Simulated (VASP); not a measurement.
# SnTe (Fm-3m) in VASP: a series of runs

SnTe is run at these levels: PBEsol+D4, SVWN5, r2SCAN+rVV10, PBEsol+D3(BJ); tasks: single point.

Everything below comes from runs of VASP 6.6.1. Logs are shortened: lines on timing, memory, paths and dates and some standing lists are left out, and cuts for length are marked.

## Step 1: The cell of the first run

The structure is cubic, space group Fm-3m (No. 225). The conventional cell has a = 6.343 Å, b = 6.343 Å, c = 6.343 Å, α = 90.00°, β = 90.00°, γ = 90.00°. Te (site symmetry m-3m) has 6 Sn at 3.17 Å within 4.2 Å. Within 4.2 Å of Sn (site symmetry m-3m) lie 6 Te at 3.17 Å.

## Step 2: Single point, PBEsol+D4

Input file INCAR:

```
SYSTEM = SnTe
ALGO = Normal
EDIFF = 1E-6
ENCUT = 520
GGA = PS
ISIF = 2
ISMEAR = -1
IVDW = 13
LASPH = .TRUE.
LCHARG = .FALSE.
LREAL = .FALSE.
LWAVE = .FALSE.
NBANDS = 17
NELM = 60
PREC = Accurate
SIGMA = 0.05
```

Input file KPOINTS:

```
k-points
0
G
  7 7 7
  0 0 0
```

Input file POSCAR:

```
SnTe
1.0
    0.0000000000      3.1717171644      3.1717171644
    3.1717171644      0.0000000000      3.1717171644
    3.1717171644      3.1717171644      0.0000000000
Te Sn
1 1
Direct
    0.5000000000      0.5000000000      0.5000000000
    0.0000000000      0.0000000000      0.0000000000
```

Potentials or basis: VASP PAW PBE potentials, release 64 (Te, Sn_d).

Command:

```sh
> cat potpaw_PBE.64/Te/POTCAR potpaw_PBE.64/Sn_d/POTCAR > POTCAR
> mpirun -np 1 vasp_std > vasp.out
```

OUTCAR:

```text
SYSTEM = SnTe
   EDIFF = 1E-6
   ENCUT = 520
   GGA = PS
   ISIF = 2
   ISMEAR = -1
   IVDW = 13
   LASPH = .TRUE.
   LREAL = .FALSE.
   NELM = 60
   PREC = Accurate

 ion  position               nearest neighbor table
   1  0.500  0.500  0.500-   2 3.17   2 3.17   2 3.17   2 3.17   2 3.17   2 3.17
   2  0.000  0.000  0.000-   1 3.17   1 3.17   1 3.17   1 3.17   1 3.17   1 3.17

  LATTYP: Found a face centered cubic cell.
 ALAT       =     6.3434343288

  Lattice vectors:

 A1 = (   0.0000000000,   3.1717171644,   3.1717171644)
 A2 = (   3.1717171644,   0.0000000000,   3.1717171644)
 A3 = (   3.1717171644,   3.1717171644,   0.0000000000)

Analysis of symmetry for initial positions (statically):
=====================================================================
 Subroutine PRICEL returns:
 Original cell was already a primitive cell.

 Routine SETGRP: Setting up the symmetry group for a
 face centered cubic supercell.

 Subroutine GETGRP returns: Found 48 space group operations
 (whereof 48 operations were pure point group operations)
 out of a pool of 48 trial point group operations.

The static configuration has the point symmetry O_h .

Analysis of symmetry for dynamics (positions and initial velocities):
=====================================================================
 Subroutine PRICEL returns:
 Original cell was already a primitive cell.

 Routine SETGRP: Setting up the symmetry group for a
 face centered cubic supercell.

 Subroutine GETGRP returns: Found 48 space group operations
 (whereof 48 operations were pure point group operations)
 out of a pool of 48 trial point group operations.

The dynamic configuration has the point symmetry O_h .

 Subroutine INISYM returns: Found 48 space group operations
 (whereof 48 operations are pure point group operations),
 and found     1 'primitive' translations

----------------------------------------------------------------------------------------

                                     Primitive cell

  volume of cell :      63.8136

  direct lattice vectors                    reciprocal lattice vectors
     0.000000000  3.171717164  3.171717164    -0.157643312  0.157643312  0.157643312
     3.171717164  0.000000000  3.171717164     0.157643312 -0.157643312  0.157643312
     3.171717164  3.171717164  0.000000000     0.157643312  0.157643312 -0.157643312

  length of vectors
     4.485485430  4.485485430  4.485485430     0.273046227  0.273046227  0.273046227

  position of ions in fractional coordinates (direct lattice)
     0.500000000  0.500000000  0.500000000
     0.000000000  0.000000000  0.000000000

  ion indices of the primitive-cell ions
   primitive index   ion index
                 1           1
                 2           2

----------------------------------------------------------------------------------------

 KPOINTS: k-points

Automatic generation of k-mesh.
 Grid dimensions read from file:
 generate k-points for:    7    7    7

 Generating k-lattice:

  Cartesian coordinates                     Fractional coordinates (reciprocal lattice)
    -0.022520473  0.022520473  0.022520473     0.142857143  0.000000000  0.000000000
     0.022520473 -0.022520473  0.022520473     0.000000000  0.142857143  0.000000000
     0.022520473  0.022520473 -0.022520473     0.000000000  0.000000000  0.142857143

  Length of vectors
     0.039006604  0.039006604  0.039006604

  Shift w.r.t. Gamma in fractional coordinates (k-lattice)
     0.000000000  0.000000000  0.000000000

 Subroutine IBZKPT returns following result:
 ===========================================

 Found     20 irreducible k-points:

 Following reciprocal coordinates:
            Coordinates               Weight
  0.000000  0.000000  0.000000      1.000000
  0.142857  0.000000  0.000000      8.000000
  0.285714  0.000000  0.000000      8.000000
  0.428571  0.000000  0.000000      8.000000
  0.142857  0.142857  0.000000      6.000000
  0.285714  0.142857  0.000000     24.000000
[... 12 lines left out ...]
 -0.428571  0.428571  0.142857     24.000000
 -0.285714  0.428571  0.142857     24.000000
   k-points           NKPTS =     20   k-points in BZ     NKDIM =     20   number of bands    NBANDS=     17
   number of dos      NEDOS =    301   number of ions     NIONS =      2
   total plane-waves  NPLWV =  46656
   dimension x,y,z NGX =    36 NGY =   36 NGZ =   36
   dimension x,y,z NGXF=    72 NGYF=   72 NGZF=   72
   ions per type =               1   1
   NGX,Y,Z   is equivalent  to a cutoff of  13.34, 13.34, 13.34 a.u.
   NGXF,Y,Z  is equivalent  to a cutoff of  26.69, 26.69, 26.69 a.u.
 SYSTEM =  SnTe
   PREC   = accura    normal or accurate (medium, high low for compatibility)
   ISTART =      0    job   : 0-new  1-cont  2-samecut
   ICHARG =      2    charge: 1-file 2-atom 10-const
   ISPIN  =      1    spin polarized calculation?
   LNONCOLLINEAR =      F non collinear calculations
   LSORBIT =      F    spin-orbit coupling
   LASPH  =      T    aspherical Exc in radial PAW
   ENCUT  =  520.0 eV  38.22 Ry    6.18 a.u.   8.34  8.34  8.34*2*pi/ulx,y,z
   NELM   =     60;   NELMIN=  2; NELMDL= -5     # of ELM steps
   EDIFF  = 0.1E-05   stopping-criterion for ELM
   LREAL  =      F    real-space projection
   EDIFFG = 0.1E-04   stopping-criterion for IOM
   NSW    =      0    number of steps for IOM
   IBRION =     -1    ionic relax: 0-MD 1-quasi-New 2-CG
   NFREE  =      0    steps in history (QN), initial steepest desc. (CG)
   ISIF   =      2    stress and relaxation
   ISYM   =      2    0-nonsym 1-usesym 2-fastsym
   POTIM  = 0.5000    time-step for ionic-motion
   TEBEG  =    0.0;   TEEND  =   0.0 temperature during run
   PSTRESS=    0.0 pullay stress
   NELECT =      20.0000    total number of electrons
   NUPDOWN=      -1.0000    fix difference up-down
   EMIN   =  10.00;   EMAX   =-10.00  energy-range for DOS
   EFERMI =   0.00;   METHOD = LEGACY
   ISMEAR =    -1;   SIGMA  =   0.05  broadening in eV -4-tet -1-fermi 0-gaus
   EFERMI_NEDOS =   21; number of points for ismear=-14 and -15
   IALGO  =     38    algorithm
   IMIX   =      4    mixing-type and parameters
     AMIX     =   0.40;   BMIX     =  1.00
     AMIX_MAG =   1.60;   BMIX_MAG =  1.00
  volume/ion in A,a.u.               =      31.91       215.32
  Fermi-wavevector in a.u.,A,eV,Ry     =   1.112023  2.101418 16.824894  1.236595
  Thomas-Fermi vector in A             =   2.248592
   LORBIT       =      0    0 simple, 1 ext, 2 COOP (PROOUT), +10 PAW based schemes
   GGA     = PS    functional components
   LHFCALC =     F    Hartree Fock is set to
   AEXX    =    0.0000 exact exchange contribution
   IVDW    =    13    specifies the selected vdW correction
   LEPSILON=     F    determine dielectric tensor
   LRPA    =     F    only Hartree local field effects (RPA)
 non-spin polarized calculation
  energy-cutoff  :      520.00
  volume of cell :       63.81
 maximum number of plane-waves:      1759
 NGX is ok and might be reduce to    36
   NGX = 17   NGY = 17   NGZ = 17

 number of electron      20.0000001 magnetization

 Free energy of the ion-electron system (eV)
  ---------------------------------------------------
  ext. energy  EPLUGINS =         0.00000000
  ---------------------------------------------------
  free energy    TOTEN  =        -8.33841009 eV

  energy without entropy =       -8.33834268  energy(sigma->0) =       -8.33837638

 E-fermi :   6.5838     XC(G=0):  -9.5674

 val. band max:        6.2614305823   @ k =   0.4286   0.0000   0.0000
 cond. band min:       6.9176182881   @ k =   0.4286   0.0000   0.0000
 fundamental gap:      0.6561877058
 Fermi energy:         6.5837584059

 k-point     1 :       0.0000    0.0000    0.0000
  band No.  band energies     occupation
      1     -15.2164      2.00000
      2     -15.2164      2.00000
      3     -15.2104      2.00000
      4     -15.2104      2.00000
      5     -15.2104      2.00000
      6      -6.1206      2.00000
[... 9 lines left out ...]
     16      11.3075      0.00000
     17      13.2941      0.00000

 k-point     2 :       0.1429    0.0000    0.0000
  band No.  band energies     occupation
      1     -15.2171      2.00000
      2     -15.2171      2.00000
      3     -15.2101      2.00000
      4     -15.2093      2.00000
      5     -15.2093      2.00000
      6      -5.9544      2.00000
[... 9 lines left out ...]
     16      11.7180      0.00000
     17      14.5823      0.00000

 k-point     3 :       0.2857    0.0000    0.0000
  band No.  band energies     occupation
      1     -15.2191      2.00000
      2     -15.2191      2.00000
      3     -15.2094      2.00000
      4     -15.2065      2.00000
      5     -15.2065      2.00000
      6      -5.5004      2.00000
[... 9 lines left out ...]
     16      12.8478      0.00000
     17      16.9334      0.00000

 k-point     4 :       0.4286    0.0000    0.0000
  band No.  band energies     occupation
      1     -15.2209      2.00000
      2     -15.2209      2.00000
      3     -15.2089      2.00000
      4     -15.2042      2.00000
      5     -15.2042      2.00000
      6      -4.9842      2.00000
[... 9 lines left out ...]
     16      14.5731      0.00000
     17      15.9471      0.00000
[... 263 lines left out ...]
      1     -15.2248      2.00000
      2     -15.2178      2.00000
      3     -15.2083      2.00000
      4     -15.2053      2.00000
      5     -15.2025      2.00000
      6      -4.7426      2.00000
[... 9 lines left out ...]
     16      15.2871      0.00000
     17      16.4584      0.00000

 k-point    19 :      -0.4286    0.4286    0.1429
  band No.  band energies     occupation
      1     -15.2289      2.00000
      2     -15.2146      2.00000
      3     -15.2113      2.00000
      4     -15.2031      2.00000
      5     -15.2007      2.00000
      6      -4.6327      2.00000
[... 9 lines left out ...]
     16      16.1004      0.00000
     17      17.0737      0.00000

 k-point    20 :      -0.2857    0.4286    0.1429
  band No.  band energies     occupation
      1     -15.2271      2.00000
      2     -15.2165      2.00000
      3     -15.2084      2.00000
      4     -15.2057      2.00000
      5     -15.2008      2.00000
      6      -4.5486      2.00000
[... 9 lines left out ...]
     16      16.2947      0.00000
     17      16.8838      0.00000

------------------------ aborting loop because EDIFF is reached ----------------------------------------

  DFT-D4 for vdW energy calculation

  Edisp (eV):   -0.49668

  FORCE on cell =-STRESS in cart. coord.  units (eV):
  Direction    XX          YY          ZZ          XY          YZ          ZX
  --------------------------------------------------------------------------------------
  -------------------------------------------------------------------------------------
  Total      -0.96394    -0.96394    -0.96394     0.00000    -0.00000     0.00000
  in kB     -24.20190   -24.20190   -24.20190     0.00000    -0.00000     0.00000
  external pressure =      -24.20 kB  Pullay stress =        0.00 kB

 VOLUME and BASIS-vectors are now :
 -----------------------------------------------------------------------------
  energy-cutoff  :      520.00
  volume of cell :       63.81
      direct lattice vectors                 reciprocal lattice vectors
     0.000000000  3.171717164  3.171717164    -0.157643312  0.157643312  0.157643312
     3.171717164  0.000000000  3.171717164     0.157643312 -0.157643312  0.157643312
     3.171717164  3.171717164  0.000000000     0.157643312  0.157643312 -0.157643312

 POSITION                                       TOTAL-FORCE (eV/Angst)
 -----------------------------------------------------------------------------------
      3.17172      3.17172      3.17172        -0.000000      0.000000      0.000000
      0.00000      0.00000      0.00000         0.000000     -0.000000     -0.000000
 -----------------------------------------------------------------------------------
    total drift:                               -0.000000      0.000000      0.000000

  FREE ENERGIE OF THE ION-ELECTRON SYSTEM (eV)
  ---------------------------------------------------
  free  energy   TOTEN  =        -8.8350941142 eV

  energy  without entropy=       -8.8350267106  energy(sigma->0) =       -8.83506041
```

It took 19 s on 1 thread of AMD EPYC 7R43 (Zen 3), shared host; peak memory 0.17 GiB.

Results:

```yaml
Free_energy: -8.8351 eV
Pressure: -2.4 GPa
Dispersion_energy_per_atom: -0.248 eV
```

Caveat: this odd mesh misses L, where the gap lies, so gap, dielectric constants and Born charges aren't listed; the PAW data sets were made with another functional, which shifts forces and pressure a little; spin-orbit coupling is left out, which moves the levels of the heavy elements.

## Step 3: Single point, SVWN5

Input file INCAR:

```
  ALGO = Normal
  EDIFF = 1E-6
  ENCUT = 520
  GGA = VW
  ISIF = 2
  ISMEAR = -1
  LASPH = T
  LCHARG = F
  LREAL = F
  LWAVE = F
  NBANDS = 17
  NELM = 80
  PREC = Accurate
  SIGMA = 0.05
```

Input file KPOINTS:

```
k-points
0
Gamma
  7 7 7
```

POSCAR is that of step 2.

Potentials or basis: VASP PAW PBE potentials, release 64 (Te, Sn_d).

Command:

```sh
> cat potpaw_PBE.64/Te/POTCAR potpaw_PBE.64/Sn_d/POTCAR > POTCAR
> mpirun -np 1 vasp_std > vasp.out
```

OUTCAR:

```text
EDIFF = 1E-6
   ENCUT = 520
   GGA = VW
   ISIF = 2
   ISMEAR = -1
   LASPH = T
   LREAL = F
   NELM = 80
   PREC = Accurate

 ion  position               nearest neighbor table
   1  0.500  0.500  0.500-   2 3.17   2 3.17   2 3.17   2 3.17   2 3.17   2 3.17
   2  0.000  0.000  0.000-   1 3.17   1 3.17   1 3.17   1 3.17   1 3.17   1 3.17

  LATTYP: Found a face centered cubic cell.
 ALAT       =     6.3434343288

  Lattice vectors:
[... 579 lines left out ...]
     17      16.7696      0.00000

------------------------ aborting loop because EDIFF is reached ----------------------------------------

  FORCE on cell =-STRESS in cart. coord.  units (eV):
  Direction    XX          YY          ZZ          XY          YZ          ZX
  --------------------------------------------------------------------------------------
  -------------------------------------------------------------------------------------
  Total       -0.9576813     -0.9576813     -0.9576813     -0.0000000      0.0000000     -0.0000000
  in kB      -24.0446375    -24.0446375    -24.0446375     -0.0000000      0.0000000     -0.0000000
  external PRESSURE =     -24.0446375 kB  Pullay stress =       0.0000000 kB

 VOLUME and BASIS-vectors are now :
 -----------------------------------------------------------------------------
  energy-cutoff  :      520.00
  volume of cell :       63.81
      direct lattice vectors                 reciprocal lattice vectors
     0.000000000  3.171717164  3.171717164    -0.157643312  0.157643312  0.157643312
     3.171717164  0.000000000  3.171717164     0.157643312 -0.157643312  0.157643312
     3.171717164  3.171717164  0.000000000     0.157643312  0.157643312 -0.157643312

 POSITION                                       TOTAL-FORCE (eV/Angst)
 -----------------------------------------------------------------------------------
      3.17172      3.17172      3.17172         0.000000     -0.000000      0.000000
      0.00000      0.00000      0.00000        -0.000000      0.000000     -0.000000
 -----------------------------------------------------------------------------------
    total drift:                               -0.000000      0.000000      0.000000

  FREE ENERGIE OF THE ION-ELECTRON SYSTEM (eV)
  ---------------------------------------------------
  free  energy   TOTEN  =        -8.8059706356 eV

  energy  without entropy=       -8.8059048465  energy(sigma->0) =       -8.80593774
```

Wall time 17 s (1 thread of AMD EPYC 7R43 (Zen 3), shared host); peak memory 0.14 GiB.

What came out:

- Free energy: -8.8060 eV
- Pressure: -2.4 GPa

Caveat: this odd mesh misses L, where the gap lies, so gap, dielectric constants and Born charges aren't listed; the PAW data sets were made with another functional, which shifts forces and pressure a little; spin-orbit coupling is left out, which moves the levels of the heavy elements.

[end of part 1 of 2]
